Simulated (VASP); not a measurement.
Wanted: the native input for a VASP 6.6.1 run.

- Task: single point
- Functional: PBE
- Potentials or basis: VASP PAW PBE potentials, release 64 (Sr_sv, Cl)
- Cutoff: 520 eV
- k mesh: 6 × 6 × 2
- Occupations: gaussian, width 0.01 eV
- Spin: no spin polarisation
- Dipole correction: no
- Further INCAR settings: ALGO = Normal; EDIFF = 1e-06; NBANDS = 19

The structure of SrCl2 lies in POSCAR:

```
SrCl2
1.0
    4.4072489239      0.0000000000      0.0000000000
   -2.2036244619      3.8167895289      0.0000000000
    0.0000000000      0.0000000000      5.5960649219
Sr Cl
1 2
Direct
    0.0000000000      0.0000000000      0.0000000000
    0.3333333333      0.6666666667      0.2486950223
    0.6666666667      0.3333333333      0.7513049777
```

One way to write it, as run:

INCAR

```
SYSTEM = SrCl2
PREC = Accurate ; ENCUT = 520
EDIFF = 1E-6 ; ISMEAR = 0
SIGMA = 0.01 ; LREAL = .False.
LASPH = .True. ; NELM = 60
ALGO = Normal ; ISIF = 2
LWAVE = .False. ; LCHARG = .True.
GGA = PE ; LELF = .True.
LVHAR = .True. ; NBANDS = 19
```

KPOINTS

```
regular mesh
0
Gamma
  6 6 2
  0 0 0
```

Potentials or basis: VASP PAW PBE potentials, release 64 (Sr_sv, Cl).

The run is started by

```sh
$ cat potpaw_PBE.64/Sr_sv/POTCAR potpaw_PBE.64/Cl/POTCAR > POTCAR
$ mpirun -np 1 vasp_std > vasp.out
```

Results of the run:

The pressure is 1.3 GPa, the largest force is 0.024 eV/Å and the band gap on the k mesh is 5.16 eV, direct.

Caveat: the k points lie up to 0.56 Å⁻¹ apart.

Run time: 13 s on 1 thread of Intel(R) Xeon(R) 6975P-C (Granite Rapids), with other jobs on the host, peak memory 0.22 GiB.
